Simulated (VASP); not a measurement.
Write the native input for VASP 6.6.1 that does the following.

| Quantity | Value |
| --- | --- |
| Task | single point |
| Functional | PBE |
| Potentials or basis | VASP PAW PBE potentials, release 64 (Ag, Br) |
| Cutoff | 500 eV |
| k mesh | 5 × 5 × 5 |
| Occupations | gaussian, width 0.01 eV |
| Spin | no spin polarisation |
| Dipole correction | no |
| Further INCAR settings | ALGO = Normal; EDIFF = 1e-06; NBANDS = 16 |

The structure of AgBr lies in POSCAR:

```
AgBr
1.0
    0.0000000000      2.7914758196      2.7914758196
    2.7914758196      0.0000000000      2.7914758196
    2.7914758196      2.7914758196      0.0000000000
Ag Br
1 1
Direct
    0.0000000000      0.0000000000      0.0000000000
    0.5000000000      0.5000000000      0.5000000000
```

One way to write it, as run:

INCAR

```
SYSTEM = AgBr
  PREC = Accurate
  ENCUT = 500
  EDIFF = 1E-6
  ISMEAR = 0
  SIGMA = 0.01
  LREAL = .False.
  LASPH = .True.
  NELM = 120
  ALGO = Normal
  ISIF = 2
  LWAVE = .False.
  LCHARG = .False.
  GGA = PE
  NBANDS = 16
  GGA_COMPAT = .False.
```

KPOINTS

```
regular mesh
0
Gamma
  5 5 5
  0 0 0
```

Potentials or basis: VASP PAW PBE potentials, release 64 (Ag, Br).

Run with:

```sh
$ cat potpaw_PBE.64/Ag/POTCAR potpaw_PBE.64/Br/POTCAR > POTCAR
$ mpirun -np 1 vasp_std > vasp.out
```

Results of the run:

```json
{"Pressure": "7.6 GPa", "Band gap on the k mesh": "0.84 eV, indirect (least direct gap 2.92 eV)"}
```

It took 8.3 s on 1 thread of Intel(R) Xeon(R) Platinum 8375C CPU @ 2.90GHz (Ice Lake), with other jobs on the host, peak memory 0.16 GiB.
